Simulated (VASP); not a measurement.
# Cs (P6_3/mmc) in VASP: further runs

The runs below take Cs through single point, with LDA.

Everything below comes from runs of VASP 6.6.1. Logs are shortened: lines on timing, memory, paths and dates and some standing lists are left out, and cuts for length are marked.

## 1. The cell of the first run

The structure is hexagonal, space group P6_3/mmc (No. 194). Conventional cell: a = 4.998 Å, b = 4.998 Å, c = 8.181 Å, α = 90.00°, β = 90.00°, γ = 120.00°.

This isn't the form of Cs at room conditions, which is bcc.

## 2. Single point, LDA (88.47 Å³/atom)

The input, INCAR:

```
SYSTEM = Cs
PREC = Accurate ; ENCUT = 520
EDIFF = 1E-7 ; ISMEAR = -1
SIGMA = 0.1 ; LREAL = .FALSE.
LASPH = .TRUE. ; NELM = 100
ALGO = Normal ; ISIF = 2
LWAVE = .FALSE. ; LCHARG = .TRUE.
GGA = CA ; LELF = .TRUE.
LVHAR = .TRUE. ; NBANDS = 16
```

The input, KPOINTS:

```
regular mesh
0
G
  8 8 5
  0 0 0
```

The input, POSCAR:

```
Cs
1.0
    4.9975215267      0.0000000000      0.0000000000
   -2.4987607634      4.3279805981      0.0000000000
    0.0000000000      0.0000000000      8.1806541340
Cs
2
Direct
    0.3333333333      0.6666666667      0.2500000000
    0.6666666667      0.3333333333      0.7500000000
```

Potentials or basis: VASP PAW LDA potentials, release 64 (Cs_sv).

Launch:

```sh
$ cat potpaw_LDA.64/Cs_sv/POTCAR > POTCAR
$ mpirun -np 1 vasp_std > vasp.out
```

OUTCAR:

```text
SYSTEM = Cs
   PREC = Accurate
   ENCUT = 520
   EDIFF = 1E-7
   ISMEAR = -1
   LREAL = .FALSE.
   LASPH = .TRUE.
   NELM = 100
   ISIF = 2
   GGA = CA

 ion  position               nearest neighbor table
   1  0.333  0.667  0.250-
   2  0.667  0.333  0.750-

  LATTYP: Found a hexagonal cell.
 ALAT       =     4.9975215267
 C/A-ratio  =     1.6369422503

  Lattice vectors:

 A1 = (   4.9975215267,   0.0000000000,   0.0000000000)
 A2 = (  -2.4987607634,   4.3279805981,   0.0000000000)
 A3 = (   0.0000000000,   0.0000000000,   8.1806541340)

Analysis of symmetry for initial positions (statically):
=====================================================================
 Subroutine PRICEL returns:
 Original cell was already a primitive cell.

 Routine SETGRP: Setting up the symmetry group for a
 hexagonal supercell.

 Subroutine GETGRP returns: Found 24 space group operations
 (whereof 12 operations were pure point group operations)
 out of a pool of 24 trial point group operations.

The static configuration has the point symmetry D_3d.
 The point group associated with its full space group is D_6h.

Analysis of symmetry for dynamics (positions and initial velocities):
=====================================================================
 Subroutine PRICEL returns:
 Original cell was already a primitive cell.

 Routine SETGRP: Setting up the symmetry group for a
 hexagonal supercell.

 Subroutine GETGRP returns: Found 24 space group operations
 (whereof 12 operations were pure point group operations)
 out of a pool of 24 trial point group operations.

The dynamic configuration has the point symmetry D_3d.
 The point group associated with its full space group is D_6h.

 Subroutine INISYM returns: Found 24 space group operations
 (whereof 12 operations are pure point group operations),
 and found     1 'primitive' translations

----------------------------------------------------------------------------------------

                                     Primitive cell

  volume of cell :     176.9408

  direct lattice vectors                    reciprocal lattice vectors
     4.997521527  0.000000000  0.000000000     0.200099188  0.115527320  0.000000000
    -2.498760763  4.327980598  0.000000000     0.000000000  0.231054640  0.000000000
     0.000000000  0.000000000  8.180654134     0.000000000  0.000000000  0.122239614

  length of vectors
     4.997521527  4.997521527  8.180654134     0.231054640  0.231054640  0.122239614

  position of ions in fractional coordinates (direct lattice)
     0.333333333  0.666666667  0.250000000
     0.666666667  0.333333333  0.750000000

  ion indices of the primitive-cell ions
   primitive index   ion index
                 1           1
                 2           2

----------------------------------------------------------------------------------------

 KPOINTS: regular mesh

Automatic generation of k-mesh.
 Grid dimensions read from file:
 generate k-points for:    8    8    5

 Generating k-lattice:

  Cartesian coordinates                     Fractional coordinates (reciprocal lattice)
     0.025012399  0.014440915  0.000000000     0.125000000  0.000000000  0.000000000
     0.000000000  0.028881830  0.000000000     0.000000000  0.125000000  0.000000000
     0.000000000  0.000000000  0.024447923     0.000000000  0.000000000  0.200000000

  Length of vectors
     0.028881830  0.028881830  0.024447923

  Shift w.r.t. Gamma in fractional coordinates (k-lattice)
     0.000000000  0.000000000  0.000000000

 Subroutine IBZKPT returns following result:
 ===========================================

 Found     30 irreducible k-points:

 Following reciprocal coordinates:
            Coordinates               Weight
  0.000000  0.000000  0.000000      1.000000
  0.125000 -0.000000  0.000000      6.000000
  0.250000 -0.000000  0.000000      6.000000
  0.375000  0.000000  0.000000      6.000000
  0.500000 -0.000000  0.000000      3.000000
  0.125000  0.125000  0.000000      6.000000
[... 16 lines left out ...]
  0.250000 -0.000000  0.400000     12.000000
  0.375000  0.000000  0.400000     12.000000
 [... further k-points ...]
   k-points           NKPTS =     30   k-points in BZ     NKDIM =     30   number of bands    NBANDS=     16
   number of dos      NEDOS =    301   number of ions     NIONS =      2
   total plane-waves  NPLWV = 102400
   dimension x,y,z NGX =    40 NGY =   40 NGZ =   64
   dimension x,y,z NGXF=    80 NGYF=   80 NGZF=  128
   ions per type =               2
   NGX,Y,Z   is equivalent  to a cutoff of  13.31, 13.31, 13.01 a.u.
   NGXF,Y,Z  is equivalent  to a cutoff of  26.61, 26.61, 26.01 a.u.
 SYSTEM =  Cs
   PREC   = accura    normal or accurate (medium, high low for compatibility)
   ISTART =      0    job   : 0-new  1-cont  2-samecut
   ICHARG =      2    charge: 1-file 2-atom 10-const
   ISPIN  =      1    spin polarized calculation?
   LNONCOLLINEAR =      F non collinear calculations
   LSORBIT =      F    spin-orbit coupling
   LASPH  =      T    aspherical Exc in radial PAW
   ENCUT  =  520.0 eV  38.22 Ry    6.18 a.u.   9.29  9.29 15.21*2*pi/ulx,y,z
   NELM   =    100;   NELMIN=  2; NELMDL= -5     # of ELM steps
   EDIFF  = 0.1E-06   stopping-criterion for ELM
   LREAL  =      F    real-space projection
   EDIFFG = 0.1E-05   stopping-criterion for IOM
   NSW    =      0    number of steps for IOM
   IBRION =     -1    ionic relax: 0-MD 1-quasi-New 2-CG
   NFREE  =      0    steps in history (QN), initial steepest desc. (CG)
   ISIF   =      2    stress and relaxation
   ISYM   =      2    0-nonsym 1-usesym 2-fastsym
   POTIM  = 0.5000    time-step for ionic-motion
   TEBEG  =    0.0;   TEEND  =   0.0 temperature during run
   PSTRESS=    0.0 pullay stress
   NELECT =      18.0000    total number of electrons
   NUPDOWN=      -1.0000    fix difference up-down
   EMIN   =  10.00;   EMAX   =-10.00  energy-range for DOS
   EFERMI =   0.00;   METHOD = LEGACY
   ISMEAR =    -1;   SIGMA  =   0.10  broadening in eV -4-tet -1-fermi 0-gaus
   EFERMI_NEDOS =   21; number of points for ismear=-14 and -15
   IALGO  =     38    algorithm
   IMIX   =      4    mixing-type and parameters
     AMIX     =   0.40;   BMIX     =  1.00
     AMIX_MAG =   1.60;   BMIX_MAG =  1.00
  volume/ion in A,a.u.               =      88.47       597.03
  Fermi-wavevector in a.u.,A,eV,Ry     =   0.764228  1.444182  7.946409  0.584045
  Thomas-Fermi vector in A             =   1.864084
   LORBIT       =      0    0 simple, 1 ext, 2 COOP (PROOUT), +10 PAW based schemes
   GGA     = CA    functional components
   LHFCALC =     F    Hartree Fock is set to
   AEXX    =    0.0000 exact exchange contribution
   IVDW    =     0    specifies the selected vdW correction
   LEPSILON=     F    determine dielectric tensor
   LRPA    =     F    only Hartree local field effects (RPA)
 non-spin polarized calculation
  energy-cutoff  :      520.00
  volume of cell :      176.94
 maximum number of plane-waves:      4800
 NGX is ok and might be reduce to    40
   NGX = 19   NGY = 19   NGZ = 31

 number of electron      18.0000001 magnetization

 Free energy of the ion-electron system (eV)
  ---------------------------------------------------
  ext. energy  EPLUGINS =         0.00000000
  ---------------------------------------------------
  free energy    TOTEN  =        -2.01698368 eV

  energy without entropy =       -1.92863896  energy(sigma->0) =       -1.97281132

 E-fermi :   1.0130     XC(G=0):  -6.2592

 val. band max:        1.0093670630   @ k =   0.2500   0.1250   0.4000
 cond. band min:       1.0487601614   @ k =   0.3750   0.0000   0.4000
 fundamental gap:      0.0393930984
 Fermi energy:         1.0130173487

 k-point     1 :       0.0000    0.0000    0.0000
  band No.  band energies     occupation
      1     -22.6677      2.00000
      2     -22.6467      2.00000
      3      -9.6663      2.00000
      4      -9.3792      2.00000
      5      -9.3792      2.00000
      6      -9.3367      2.00000
[... 8 lines left out ...]
     15       3.8811      0.00000
     16       3.8811      0.00000

 k-point     2 :       0.1250   -0.0000    0.0000
  band No.  band energies     occupation
      1     -22.6649      2.00000
      2     -22.6453      2.00000
      3      -9.6500      2.00000
      4      -9.4176      2.00000
      5      -9.3910      2.00000
      6      -9.3765      2.00000
[... 8 lines left out ...]
     15       3.8048      0.00000
     16       3.9570      0.00000

 k-point     3 :       0.2500   -0.0000    0.0000
  band No.  band energies     occupation
      1     -22.6579      2.00000
      2     -22.6423      2.00000
      3      -9.6061      2.00000
      4      -9.5101      2.00000
      5      -9.4673      2.00000
      6      -9.4180      2.00000
[... 8 lines left out ...]
     15       3.7458      0.00000
     16       4.2149      0.00000

 k-point     4 :       0.3750    0.0000    0.0000
  band No.  band energies     occupation
      1     -22.6502      2.00000
      2     -22.6399      2.00000
      3      -9.6017      2.00000
      4      -9.5519      2.00000
      5      -9.5506      2.00000
      6      -9.4437      2.00000
[... 8 lines left out ...]
     15       3.4842      0.00000
     16       4.8244      0.00000
[... 324 lines left out ...]
 k-point    22 :       0.1250   -0.0000    0.4000
  band No.  band energies     occupation
      1     -22.6582      2.00000
      2     -22.6521      2.00000
      3      -9.5562      2.00000
      4      -9.4696      2.00000
      5      -9.3949      2.00000
      6      -9.3743      2.00000
[... 8 lines left out ...]
     15       3.5947      0.00000
     16       3.7089      0.00000

 k-point    23 :       0.2500   -0.0000    0.4000
  band No.  band energies     occupation
      1     -22.6525      2.00000
      2     -22.6477      2.00000
      3      -9.5730      2.00000
      4      -9.5316      2.00000
      5      -9.4437      2.00000
      6      -9.3991      2.00000
[... 8 lines left out ...]
     15       3.8604      0.00000
     16       4.0481      0.00000

 k-point    24 :       0.3750    0.0000    0.4000
  band No.  band energies     occupation
      1     -22.6466      2.00000
      2     -22.6435      2.00000
      3      -9.6295      2.00000
      4      -9.6087      2.00000
      5      -9.4482      2.00000
      6      -9.4197      2.00000
[... 8 lines left out ...]
     15       3.8910      0.00000
     16       4.3478      0.00000

 [... further k-points ...]

------------------------ aborting loop because EDIFF is reached ----------------------------------------

  FORCE on cell =-STRESS in cart. coord.  units (eV):
  Direction    XX          YY          ZZ          XY          YZ          ZX
  --------------------------------------------------------------------------------------
  -------------------------------------------------------------------------------------
  Total        0.2559543      0.2559543      0.2128442     -0.0000000     -0.0000000      0.0000000
  in kB        2.3176348      2.3176348      1.9272780     -0.0000000     -0.0000000      0.0000000
  external PRESSURE =       2.1875159 kB  Pullay stress =       0.0000000 kB

 VOLUME and BASIS-vectors are now :
 -----------------------------------------------------------------------------
  energy-cutoff  :      520.00
  volume of cell :      176.94
      direct lattice vectors                 reciprocal lattice vectors
     4.997521527  0.000000000  0.000000000     0.200099188  0.115527320  0.000000000
    -2.498760763  4.327980598  0.000000000     0.000000000  0.231054640  0.000000000
     0.000000000  0.000000000  8.180654134     0.000000000  0.000000000  0.122239614

 POSITION                                       TOTAL-FORCE (eV/Angst)
 -----------------------------------------------------------------------------------
     -0.00000      2.88532      2.04516        -0.000000      0.000000      0.000000
      2.49876      1.44266      6.13549         0.000000     -0.000000      0.000000
 -----------------------------------------------------------------------------------
    total drift:                               -0.000000      0.000000     -0.000000

  FREE ENERGIE OF THE ION-ELECTRON SYSTEM (eV)
  ---------------------------------------------------
  free  energy   TOTEN  =        -2.0169836825 eV

  energy  without entropy=       -1.9286389617  energy(sigma->0) =       -1.97281132
```

It took 1.8 min on 1 thread of Intel Xeon 8259CL, shared host; peak memory 0.26 GiB.

Results:

- Free energy: -2.0170 eV
- Pressure: 0.2 GPa
- Band gap on the k mesh: zero (bands 9 and 10 overlap by 1.37 eV)

Levels at points of the mesh, in eV from the Fermi level:
```
           k point  band 6  band 7  band 8  band 9  band 10  band 11  band 12  band 13
(0.00, 0.00, 0.00)  -10.35  -10.35  -10.35   -1.94    -0.17     1.17     2.48     2.48
(0.50, 0.00, 0.00)  -10.47  -10.43  -10.39   -0.04     0.38     0.64     1.03     1.87
```

Caveat: spin-orbit coupling is left out, which moves the levels of the heavy elements.

(Part 1 of 2 ends here.)
